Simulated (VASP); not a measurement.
Here is a VASP 6.6.1 calculation.

The input INCAR:

```
PREC     = Accurate       # precision mode
ENCUT    = 500            # plane-wave cutoff, eV
EDIFF    = 1E-6           # SCF threshold, eV
ISMEAR   = 0              # smearing method
SIGMA    = 0.02           # smearing width, eV
LREAL    = F              # projectors in reciprocal space
LASPH    = T              # aspherical terms in the spheres
NELM     = 120            # most SCF steps
ALGO     = Normal         # electronic algorithm
ISIF     = 2              # what is computed and relaxed
LWAVE    = F              # write WAVECAR
LCHARG   = F              # write CHGCAR
GGA      = PE             # functional
NBANDS   = 11             # bands
GGA_COMPAT= F
```

KPOINTS

```
regular mesh
0
Gamma
  8 8 8
```

POSCAR

```
Si
1.0
    0.0000000000      2.7348308351      2.7348308351
    2.7348308351      0.0000000000      2.7348308351
    2.7348308351      2.7348308351      0.0000000000
Si
2
Direct
    0.0000000000      0.0000000000      0.0000000000
    0.2500000000      0.2500000000      0.2500000000
```

Potentials or basis: VASP PAW PBE potentials, release 64 (Si).

Command:

```console
$ cat potpaw_PBE.64/Si/POTCAR > POTCAR
$ mpirun -np 1 vasp_std > vasp.out
```

Question: What does it give for the pressure?

Answer: 0.0 GPa.

Question: Estimate the band gap on the k mesh.

Answer: 0.65 eV, indirect (least direct gap 2.56 eV).

A k mesh can miss the band edges.
